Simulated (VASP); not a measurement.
# AlCo (Pmm2) in VASP: single point with PBE

Aim: the single point of AlCo with PBE.

Program: VASP 6.6.1. These are calculated values, not measurements. Logs are shortened: lines on timing, memory, paths and dates and some standing lists are left out, and cuts for length are marked.

## Step 1: The cell of the first run

It takes space group Pmm2 (No. 25, orthorhombic). Conventional cell: a = 4.039 Å, b = 4.901 Å, c = 4.508 Å, α = 90.00°, β = 90.00°, γ = 90.00°. Al (site symmetry m) has 6 Co at 2.41 to 2.74 Å and 4 Al at 2.43 to 2.79 Å within 3.2 Å. Al (site symmetry mm2) has 6 Co at 2.23 to 2.95 Å and 4 Al at 2.79 Å within 3.0 Å. Co (site symmetry mm2) has 2 Co at 2.25 to 2.26 Å and 6 Al at 2.51 to 2.53 Å within 3.0 Å. Co (site symmetry mm2) has 2 Co at 2.25 to 2.26 Å and 6 Al at 2.73 to 2.95 Å within 3.0 Å. Co (site symmetry mm2) has 6 Al at 2.23 to 2.74 Å within 3.0 Å.

The cell was built from a structure type or drawn by symmetry, and may not be a known phase.

## Step 2: Single point, PBE, collinear spin, ferromagnetic start

The input, INCAR:

```
  PREC = Accurate
  ENCUT = 520
  EDIFF = 1E-7
  ISMEAR = 0
  SIGMA = 0.1
  LREAL = False
  LASPH = True
  NELM = 150
  ALGO = Fast
  ISIF = 2
  LWAVE = False
  LCHARG = False
  ISPIN = 2
  MAGMOM = 0 0 0 1.09 1.09 1.09
  LORBIT = 11
  LMAXMIX = 4
  GGA = PE
  NBANDS = 31
```

The input, KPOINTS:

```
Automatic mesh
0
Gamma
  10 8 8
```

The input, POSCAR:

```
AlCo
1.0
    4.0386777092      0.0000000000      0.0000000000
    0.0000000000      4.9008097379      0.0000000000
    0.0000000000      0.0000000000      4.5084695005
Al Co
3 3
Direct
    0.5000000000      0.2476368166      0.5428185377
    0.5000000000      0.7523631834      0.5428185377
    0.0000000000      0.5000000000      0.2135040737
    0.0000000000      0.0000000000      0.3486693813
    0.0000000000      0.0000000000      0.8504628370
    0.5000000000      0.5000000000      0.0017266324
```

Potentials or basis: VASP PAW PBE potentials, release 64 (Al, Co).

The run is started by

```sh
> cat potpaw_PBE.64/Al/POTCAR potpaw_PBE.64/Co/POTCAR > POTCAR
> mpirun -np 1 vasp_std > vasp.out
```

OUTCAR:

```text
PREC = Accurate
   ENCUT = 520
   EDIFF = 1E-7
   ISMEAR = 0
   LREAL = False
   LASPH = True
   NELM = 150
   ISIF = 2
   ISPIN = 2
   LORBIT = 11
   GGA = PE

 ion  position               nearest neighbor table
   1  0.500  0.248  0.543-   6 2.41   2 2.43   2 2.47   4 2.51   4 2.51   5 2.73   5 2.73   6 2.74
                             3 2.79   3 2.79
   2  0.500  0.752  0.543-   6 2.41   1 2.43   1 2.47   4 2.51   4 2.51   5 2.73   5 2.73   6 2.74
                             3 2.79   3 2.79
   3  0.000  0.500  0.214-   6 2.23   6 2.23   4 2.53   4 2.53   1 2.79   1 2.79   2 2.79   2 2.79
                             5 2.95   5 2.95
   4  0.000  0.000  0.349-   5 2.25   5 2.26   2 2.51   1 2.51   1 2.51   2 2.51   3 2.53   3 2.53

   5  0.000  0.000  0.850-   4 2.25   4 2.26   1 2.73   2 2.73   1 2.73   2 2.73   3 2.95   3 2.95

   6  0.500  0.500  0.002-   3 2.23   3 2.23   1 2.41   2 2.41   1 2.74   2 2.74

  LATTYP: Found a simple orthorhombic cell.
 ALAT       =     4.0386777092
 B/A-ratio  =     1.1163231694
 C/A-ratio  =     1.2134688853

  Lattice vectors:

 A1 = (  -4.0386777092,   0.0000000000,   0.0000000000)
 A2 = (   0.0000000000,   0.0000000000,   4.5084695005)
 A3 = (   0.0000000000,   4.9008097379,   0.0000000000)

Analysis of symmetry for initial positions (statically):
=====================================================================
 Subroutine PRICEL returns:
 Original cell was already a primitive cell.

 Routine SETGRP: Setting up the symmetry group for a
 simple orthorhombic supercell.

 Subroutine GETGRP returns: Found  4 space group operations
 (whereof  4 operations were pure point group operations)
 out of a pool of  8 trial point group operations.

The static configuration has the point symmetry C_2v.

Analysis of symmetry for dynamics (positions and initial velocities):
=====================================================================
 Subroutine PRICEL returns:
 Original cell was already a primitive cell.

 Routine SETGRP: Setting up the symmetry group for a
 simple orthorhombic supercell.

 Subroutine GETGRP returns: Found  4 space group operations
 (whereof  4 operations were pure point group operations)
 out of a pool of  8 trial point group operations.

The dynamic configuration has the point symmetry C_2v.

Analysis of structural, dynamic, and magnetic symmetry:
=====================================================================
 Subroutine PRICEL returns:
 Original cell was already a primitive cell.

 Routine SETGRP: Setting up the symmetry group for a
 simple orthorhombic supercell.

[... 149 lines left out ...]
   NGX = 15   NGY = 19   NGZ = 17

 number of electron      35.9999998 magnetization       2.8313636

 Free energy of the ion-electron system (eV)
  ---------------------------------------------------
  ext. energy  EPLUGINS =         0.00000000
  ---------------------------------------------------
  free energy    TOTEN  =       -31.07999395 eV

  energy without entropy =      -31.05573848  energy(sigma->0) =      -31.06786622

 E-fermi :   7.3099     XC(G=0): -10.9443

 val. band max:        7.3087918939   @ k =   0.1000   0.3750   0.5000
 cond. band min:       7.3099550199   @ k =   0.4000   0.0000   0.1250
 fundamental gap:      0.0011631260
 Fermi energy:         7.3099178148

 spin component 1

 k-point     1 :       0.0000    0.0000    0.0000
  band No.  band energies     occupation
      1      -2.2528      1.00000
      2       2.4247      1.00000
      3       3.3888      1.00000
      4       3.7588      1.00000
      5       3.8199      1.00000
      6       4.0751      1.00000
[... 781 lines left out ...]
     29      13.7344      0.00000
     30      16.1435      0.00000

 [... further k-points ...]

 spin component 2

 k-point     1 :       0.0000    0.0000    0.0000
  band No.  band energies     occupation
      1      -2.2848      1.00000
      2       2.5449      1.00000
      3       3.7188      1.00000
      4       4.0556      1.00000
      5       4.6327      1.00000
      6       4.7143      1.00000
[... 781 lines left out ...]
     29      13.8459      0.00000
     30      16.1502      0.00000

 [... further k-points ...]

 [bands above 30 left out]

------------------------ aborting loop because EDIFF is reached ----------------------------------------

  FORCE on cell =-STRESS in cart. coord.  units (eV):
  Direction    XX          YY          ZZ          XY          YZ          ZX
  --------------------------------------------------------------------------------------
  -------------------------------------------------------------------------------------
  Total       -0.0533442      0.0338917     -0.1890603      0.0000000      0.0000000      0.0000000
  in kB       -0.9577716      0.6085103     -3.3944914      0.0000000      0.0000000      0.0000000
  external PRESSURE =      -1.2479175 kB  Pullay stress =       0.0000000 kB

 VOLUME and BASIS-vectors are now :
 -----------------------------------------------------------------------------
  energy-cutoff  :      520.00
  volume of cell :       89.24
      direct lattice vectors                 reciprocal lattice vectors
     4.038677709  0.000000000  0.000000000     0.247605794  0.000000000  0.000000000
     0.000000000  4.900809738  0.000000000     0.000000000  0.204047913  0.000000000
     0.000000000  0.000000000  4.508469501     0.000000000  0.000000000  0.221804761

 POSITION                                       TOTAL-FORCE (eV/Angst)
 -----------------------------------------------------------------------------------
      2.01934      1.21362      2.44728         0.000000      0.001320      0.004409
      2.01934      3.68719      2.44728        -0.000000     -0.001320      0.004409
      0.00000      2.45040      0.96258        -0.000000      0.000000     -0.006470
      0.00000      0.00000      1.57197        -0.000000      0.000000     -0.018730
      0.00000      0.00000      3.83429        -0.000000      0.000000      0.014468
      2.01934      2.45040      0.00778        -0.000000      0.000000      0.001913
 -----------------------------------------------------------------------------------
    total drift:                                0.000000      0.000000      0.001540

  FREE ENERGIE OF THE ION-ELECTRON SYSTEM (eV)
  ---------------------------------------------------
  free  energy   TOTEN  =       -31.0799939514 eV

  energy  without entropy=      -31.0557384821  energy(sigma->0) =      -31.06786622

 total charge

# of ion       s       p       d       tot
------------------------------------------
    1        0.421   0.410   0.000   0.831
    2        0.421   0.410   0.000   0.831
    3        0.446   0.388   0.000   0.834
    4        0.499   0.450   7.437   8.386
    5        0.415   0.341   7.265   8.021
    6        0.459   0.375   7.487   8.320
--------------------------------------------------
tot          2.660   2.374  22.188  27.223

 magnetization (x)

# of ion       s       p       d       tot
------------------------------------------
    1       -0.002  -0.014   0.000  -0.015
    2       -0.002  -0.014   0.000  -0.015
    3       -0.001  -0.012   0.000  -0.013
    4       -0.001  -0.011   0.889   0.878
    5        0.012  -0.002   1.610   1.620
    6        0.017  -0.010   0.542   0.549
--------------------------------------------------
tot          0.024  -0.062   3.041   3.003
```

stdout:

```text
POSCAR found type information on POSCAR AlCo
 POSCAR found :  2 types and       6 ions
 scaLAPACK will be used
 LDA part: xc-table for (Slater+PW92), standard interpolation
 POSCAR, INCAR and KPOINTS ok, starting setup
 FFT: planning ... GRIDC
 FFT: planning ... GRID_SOFT
 FFT: planning ... GRID
 WAVECAR not read
 entering main loop
```

Wall time 13 min (1 thread of Oxide Virtual Turin-like, shared host); peak memory 0.61 GiB.

Results:

| Item | Value |
| --- | --- |
| Free energy | -31.0800 eV |
| Pressure | -0.1 GPa |
| Largest force | 0.019 eV/Å |
| Net moment | 2.83 μB per cell |
| Site moments | Al -0.01; Co +0.88, +1.62, +0.55 μB |
| Valence electrons inside the program's atomic spheres | Al 0.83; Co 8.39, 8.02, 8.32 |

Forces in eV/Å, atoms in the order of the input:
```
Al   0.000  0.001  0.004
Al   0.000 -0.001  0.004
Al   0.000  0.000 -0.006
Co   0.000  0.000 -0.019
Co   0.000  0.000  0.014
Co   0.000  0.000  0.002
```

Stress tensor (GPa, compression positive):
```
-0.10  0.00  0.00
 0.00  0.06  0.00
 0.00  0.00 -0.34
```

Levels at points of the mesh, in eV from the Fermi level:
Spin up:
```tsv
k point	band 17	band 18	band 19	band 20	band 21	band 22
(0.00, 0.00, 0.00)	-0.92	-0.89	-0.62	0.37	0.94	2.77
(0.50, 0.00, 0.00)	-0.89	-0.47	-0.12	0.24	0.51	1.43
(0.00, 0.50, 0.00)	-0.89	-0.88	0.39	1.33	1.48	1.59
(0.50, 0.50, 0.00)	-0.89	-0.65	-0.64	0.83	1.58	2.09
(0.00, 0.00, 0.50)	-1.03	-0.96	-0.14	1.16	1.40	1.73
(0.50, 0.00, 0.50)	-1.30	-1.18	-1.12	-0.49	0.82	2.42
(0.00, 0.50, 0.50)	-1.29	-1.07	-1.06	2.50	2.55	2.73
(0.50, 0.50, 0.50)	-1.29	-1.07	-1.04	-0.51	-0.32	-0.31
```
Spin down:
```tsv
k point	band 12	band 13	band 14	band 15	band 16	band 17	band 18	band 19	band 20	band 21
(0.00, 0.00, 0.00)	-1.14	-0.81	-0.54	-0.42	-0.40	0.20	0.86	0.87	1.00	1.56
(0.50, 0.00, 0.00)	-1.28	-0.79	-0.53	-0.09	-0.09	0.51	0.71	0.86	0.88	0.88
(0.00, 0.50, 0.00)	-1.00	-0.65	-0.54	-0.27	-0.14	0.60	0.85	0.87	1.70	1.74
(0.50, 0.50, 0.00)	-1.19	-0.99	-0.77	-0.17	0.23	0.23	0.82	0.85	1.22	1.69
(0.00, 0.00, 0.50)	-1.23	-0.96	-0.78	-0.76	-0.57	-0.24	0.23	0.64	1.63	1.77
(0.50, 0.00, 0.50)	-1.25	-1.15	-0.92	-0.77	-0.39	-0.31	-0.23	-0.22	0.64	1.49
(0.00, 0.50, 0.50)	-0.89	-0.82	-0.80	-0.73	-0.52	-0.50	-0.24	-0.19	2.65	2.94
(0.50, 0.50, 0.50)	-1.02	-0.88	-0.83	-0.80	-0.60	-0.34	-0.07	0.04	0.37	0.61
```
